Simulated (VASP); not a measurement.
# As3Au (I4/mmm) in VASP: single point with PBE

Aim: the single point of As3Au with PBE.

Everything below comes from runs of VASP 6.6.1. Logs are shortened: lines on timing, memory, paths and dates and some standing lists are left out, and cuts for length are marked.

## (1) The cell of the first run

The structure is tetragonal, space group I4/mmm (No. 139). The conventional cell has a = 3.912 Å, b = 3.912 Å, c = 10.274 Å, α = 90.00°, β = 90.00°, γ = 90.00°. As (site symmetry 4/mmm) has 4 Au at 2.77 Å and 8 As at 3.23 Å within 3.6 Å. Within 3.6 Å of As (site symmetry -4m2) lie 8 As at 2.77 to 3.23 Å and 4 Au at 3.23 Å. Within 3.6 Å of Au (site symmetry 4/mmm) lie 12 As at 2.77 to 3.23 Å.

## (2) Single point, PBE

The input, INCAR:

```
PREC = Accurate
ENCUT = 520
EDIFF = 1E-6
ISMEAR = 0
SIGMA = 0.1
LREAL = False
LASPH = True
NELM = 80
ALGO = Normal
ISIF = 2
LWAVE = False
LCHARG = True
GGA = PE
LELF = True
LVHAR = True
NBANDS = 21
```

The input, KPOINTS:

```
Automatic mesh
0
Gamma
  16 16 16
```

The input, POSCAR:

```
As3Au
1.0
   -1.9560477263      1.9560477263      5.1368692424
    1.9560477263     -1.9560477263      5.1368692424
    1.9560477263      1.9560477263     -5.1368692424
As Au
3 1
Direct
    0.5000000000      0.5000000000      0.0000000000
    0.2500000000      0.7500000000      0.5000000000
    0.7500000000      0.2500000000      0.5000000000
    0.0000000000      0.0000000000      0.0000000000
```

Potentials or basis: VASP PAW PBE potentials, release 64 (As, Au).

Run with:

```
> cat potpaw_PBE.64/As/POTCAR potpaw_PBE.64/Au/POTCAR > POTCAR
> mpirun -np 1 vasp_std > vasp.out
```

OUTCAR:

```text
PREC = Accurate
   ENCUT = 520
   EDIFF = 1E-6
   ISMEAR = 0
   LREAL = False
   LASPH = True
   NELM = 80
   ISIF = 2
   GGA = PE

 ion  position               nearest neighbor table
   1  0.500  0.500  0.000-   4 2.77   4 2.77   4 2.77   4 2.77
   2  0.250  0.750  0.500-   3 2.77   3 2.77   3 2.77   3 2.77   4 3.23   4 3.23   4 3.23   4 3.23

   3  0.750  0.250  0.500-   2 2.77   2 2.77   2 2.77   2 2.77   4 3.23   4 3.23   4 3.23   4 3.23

   4  0.000  0.000  0.000-   1 2.77   1 2.77   1 2.77   1 2.77   3 3.23   2 3.23   3 3.23   2 3.23
                             3 3.23   3 3.23   2 3.23   2 3.23

  LATTYP: Found a body centered tetragonal cell.
 ALAT       =     3.9120954526
 C/A-ratio  =     2.6261471913

  Lattice vectors:

 A1 = (  -1.9560477263,   1.9560477263,   5.1368692424)
 A2 = (   1.9560477263,  -1.9560477263,   5.1368692424)
 A3 = (   1.9560477263,   1.9560477263,  -5.1368692424)

Analysis of symmetry for initial positions (statically):
=====================================================================
 Subroutine PRICEL returns:
 Original cell was already a primitive cell.

 Routine SETGRP: Setting up the symmetry group for a
 body centered tetragonal supercell.

 Subroutine GETGRP returns: Found 16 space group operations
 (whereof 16 operations were pure point group operations)
 out of a pool of 16 trial point group operations.

The static configuration has the point symmetry D_4h.

Analysis of symmetry for dynamics (positions and initial velocities):
=====================================================================
 Subroutine PRICEL returns:
 Original cell was already a primitive cell.

 Routine SETGRP: Setting up the symmetry group for a
 body centered tetragonal supercell.

 Subroutine GETGRP returns: Found 16 space group operations
 (whereof 16 operations were pure point group operations)
 out of a pool of 16 trial point group operations.

The dynamic configuration has the point symmetry D_4h.

 Subroutine INISYM returns: Found 16 space group operations
 (whereof 16 operations are pure point group operations),
 and found     1 'primitive' translations

----------------------------------------------------------------------------------------

                                     Primitive cell

  volume of cell :      78.6172

  direct lattice vectors                    reciprocal lattice vectors
    -1.956047726  1.956047726  5.136869242     0.000000000  0.255617485  0.097335551
     1.956047726 -1.956047726  5.136869242     0.255617485  0.000000000  0.097335551
     1.956047726  1.956047726 -5.136869242     0.255617485  0.255617485  0.000000000

  length of vectors
     5.834352666  5.834352666  5.834352666     0.273522409  0.273522409  0.361497714

  position of ions in fractional coordinates (direct lattice)
     0.500000000  0.500000000  0.000000000
     0.250000000  0.750000000  0.500000000
     0.750000000  0.250000000  0.500000000
     0.000000000  0.000000000  0.000000000

  ion indices of the primitive-cell ions
   primitive index   ion index
                 1           1
                 2           2
                 3           3
                 4           4

----------------------------------------------------------------------------------------

 KPOINTS: Automatic mesh

Automatic generation of k-mesh.
 Grid dimensions read from file:
 generate k-points for:   16   16   16

 Generating k-lattice:

  Cartesian coordinates                     Fractional coordinates (reciprocal lattice)
     0.000000000  0.015976093  0.006083472     0.062500000  0.000000000 -0.000000000
     0.015976093  0.000000000  0.006083472     0.000000000  0.062500000 -0.000000000
     0.015976093  0.015976093  0.000000000     0.000000000  0.000000000  0.062500000

  Length of vectors
     0.017095151  0.017095151  0.022593607

  Shift w.r.t. Gamma in fractional coordinates (k-lattice)
     0.000000000  0.000000000  0.000000000

 Subroutine IBZKPT returns following result:
 ===========================================

 Found    349 irreducible k-points:

 Following reciprocal coordinates:
            Coordinates               Weight
  0.000000  0.000000  0.000000      1.000000
  0.062500  0.000000  0.000000      8.000000
  0.125000  0.000000  0.000000      8.000000
  0.187500  0.000000  0.000000      8.000000
  0.250000  0.000000  0.000000      8.000000
  0.312500  0.000000  0.000000      8.000000
[... 16 lines left out ...]
 -0.125000  0.062500  0.000000     16.000000
 -0.062500  0.062500  0.000000      4.000000
 [... further k-points ...]
   k-points           NKPTS =    349   k-points in BZ     NKDIM =    349   number of bands    NBANDS=     21
   number of dos      NEDOS =    301   number of ions     NIONS =      4
   total plane-waves  NPLWV = 110592
   dimension x,y,z NGX =    48 NGY =   48 NGZ =   48
   dimension x,y,z NGXF=    96 NGYF=   96 NGZF=   96
   ions per type =               3   1
   NGX,Y,Z   is equivalent  to a cutoff of  13.68, 13.68, 13.68 a.u.
   NGXF,Y,Z  is equivalent  to a cutoff of  27.35, 27.35, 27.35 a.u.
 SYSTEM =  unknown system
   PREC   = accura    normal or accurate (medium, high low for compatibility)
   ISTART =      0    job   : 0-new  1-cont  2-samecut
   ICHARG =      2    charge: 1-file 2-atom 10-const
   ISPIN  =      1    spin polarized calculation?
   LNONCOLLINEAR =      F non collinear calculations
   LSORBIT =      F    spin-orbit coupling
   LASPH  =      T    aspherical Exc in radial PAW
   ENCUT  =  520.0 eV  38.22 Ry    6.18 a.u.  10.85 10.85 10.85*2*pi/ulx,y,z
   NELM   =     80;   NELMIN=  2; NELMDL= -5     # of ELM steps
   EDIFF  = 0.1E-05   stopping-criterion for ELM
   LREAL  =      F    real-space projection
   EDIFFG = 0.1E-04   stopping-criterion for IOM
   NSW    =      0    number of steps for IOM
   IBRION =     -1    ionic relax: 0-MD 1-quasi-New 2-CG
   NFREE  =      0    steps in history (QN), initial steepest desc. (CG)
   ISIF   =      2    stress and relaxation
   ISYM   =      2    0-nonsym 1-usesym 2-fastsym
   POTIM  = 0.5000    time-step for ionic-motion
   TEBEG  =    0.0;   TEEND  =   0.0 temperature during run
   PSTRESS=    0.0 pullay stress
   NELECT =      26.0000    total number of electrons
   NUPDOWN=      -1.0000    fix difference up-down
   EMIN   =  10.00;   EMAX   =-10.00  energy-range for DOS
   EFERMI =   0.00;   METHOD = LEGACY
   ISMEAR =     0;   SIGMA  =   0.10  broadening in eV -4-tet -1-fermi 0-gaus
   EFERMI_NEDOS =   21; number of points for ismear=-14 and -15
   IALGO  =     38    algorithm
   IMIX   =      4    mixing-type and parameters
     AMIX     =   0.40;   BMIX     =  1.00
     AMIX_MAG =   1.60;   BMIX_MAG =  1.00
  volume/ion in A,a.u.               =      19.65       132.63
  Fermi-wavevector in a.u.,A,eV,Ry     =   1.132123  2.139402 17.438610  1.281702
  Thomas-Fermi vector in A             =   2.268823
   LORBIT       =      0    0 simple, 1 ext, 2 COOP (PROOUT), +10 PAW based schemes
   GGA     = PE    functional components
   LHFCALC =     F    Hartree Fock is set to
   AEXX    =    0.0000 exact exchange contribution
   IVDW    =     0    specifies the selected vdW correction
   LEPSILON=     F    determine dielectric tensor
   LRPA    =     F    only Hartree local field effects (RPA)
 non-spin polarized calculation
 Gauss-broadening in eV      SIGMA  =   0.10
  energy-cutoff  :      520.00
  volume of cell :       78.62
 maximum number of plane-waves:      2150
 NGX is ok and might be reduce to    48
   NGX = 21   NGY = 21   NGZ = 21

 number of electron      26.0000000 magnetization

 Free energy of the ion-electron system (eV)
  ---------------------------------------------------
  ext. energy  EPLUGINS =         0.00000000
  ---------------------------------------------------
  free energy    TOTEN  =       -15.54751702 eV

  energy without entropy =      -15.53881639  energy(sigma->0) =      -15.54316671

 E-fermi :   6.5869     XC(G=0): -10.9167

 val. band max:        6.5829559481   @ k =  -0.3125   0.3750   0.1875
 cond. band min:       6.5884213893   @ k =   0.4375   0.4375   0.0625
 fundamental gap:      0.0054654412
 Fermi energy:         6.5869079194

 k-point     1 :       0.0000    0.0000    0.0000
  band No.  band energies     occupation
      1      -7.6872      2.00000
      2      -4.1364      2.00000
      3      -0.8413      2.00000
      4       0.8430      2.00000
      5       1.6084      2.00000
      6       1.8581      2.00000
[... 13 lines left out ...]
     20      15.5919      0.00000
     21      15.7560      0.00000

 k-point     2 :       0.0625    0.0000    0.0000
  band No.  band energies     occupation
      1      -7.6477      2.00000
      2      -4.1261      2.00000
      3      -1.0057      2.00000
      4       0.8508      2.00000
      5       1.6041      2.00000
      6       1.8788      2.00000
[... 13 lines left out ...]
     20      15.6107      0.00000
     21      15.6869      0.00000

 k-point     3 :       0.1250    0.0000    0.0000
  band No.  band energies     occupation
      1      -7.5297      2.00000
      2      -4.0960      2.00000
      3      -1.4281      2.00000
      4       0.9040      2.00000
      5       1.5716      2.00000
      6       1.9286      2.00000
[... 13 lines left out ...]
     20      15.3550      0.00000
     21      15.5010      0.00000
[... 457 lines left out ...]
 k-point    23 :      -0.1250    0.0625    0.0000
  band No.  band energies     occupation
      1      -7.5071      2.00000
      2      -4.0342      2.00000
      3      -1.5086      2.00000
      4       0.8307      2.00000
      5       1.5617      2.00000
      6       1.9256      2.00000
[... 13 lines left out ...]
     20      15.0105      0.00000
     21      15.7331      0.00000

 k-point    24 :      -0.0625    0.0625    0.0000
  band No.  band energies     occupation
      1      -7.6166      2.00000
      2      -4.0886      2.00000
      3      -1.1392      2.00000
      4       0.8191      2.00000
      5       1.5948      2.00000
      6       1.9220      2.00000
[... 13 lines left out ...]
     20      15.3827      0.00000
     21      15.8136      0.00000

 [... further k-points ...]

------------------------ aborting loop because EDIFF is reached ----------------------------------------

  FORCE on cell =-STRESS in cart. coord.  units (eV):
  Direction    XX          YY          ZZ          XY          YZ          ZX
  --------------------------------------------------------------------------------------
  -------------------------------------------------------------------------------------
  Total        0.0159407      0.0159407     -0.0019197      0.0000000      0.0000000      0.0000000
  in kB        0.3248627      0.3248627     -0.0391218      0.0000000      0.0000000      0.0000000
  external PRESSURE =       0.2035345 kB  Pullay stress =       0.0000000 kB

 VOLUME and BASIS-vectors are now :
 -----------------------------------------------------------------------------
  energy-cutoff  :      520.00
  volume of cell :       78.62
      direct lattice vectors                 reciprocal lattice vectors
    -1.956047726  1.956047726  5.136869242     0.000000000  0.255617485  0.097335551
     1.956047726 -1.956047726  5.136869242     0.255617485  0.000000000  0.097335551
     1.956047726  1.956047726 -5.136869242     0.255617485  0.255617485  0.000000000

 POSITION                                       TOTAL-FORCE (eV/Angst)
 -----------------------------------------------------------------------------------
      0.00000      0.00000      5.13687        -0.000000     -0.000000     -0.000000
      1.95605     -0.00000      2.56843         0.000000      0.000000     -0.000000
     -0.00000      1.95605      2.56843        -0.000000     -0.000000      0.000000
      0.00000      0.00000      0.00000        -0.000000     -0.000000     -0.000000
 -----------------------------------------------------------------------------------
    total drift:                                0.000000     -0.000000      0.000000

  FREE ENERGIE OF THE ION-ELECTRON SYSTEM (eV)
  ---------------------------------------------------
  free  energy   TOTEN  =       -15.5475170248 eV

  energy  without entropy=      -15.5388163946  energy(sigma->0) =      -15.54316671
```

Run time: 14 min. Hardware: 1 thread of Intel Xeon Platinum 8175M at 2.50GHz (Skylake/Cascade Lake), shared host; peak memory 0.73 GiB.

Results:

```
Free energy            : -15.5475 eV
Pressure               : 0.0 GPa
Band gap on the k mesh : zero (bands 13 and 14 overlap by 1.36 eV)
```

Caveat: spin-orbit coupling is left out, which moves the levels of the heavy elements.
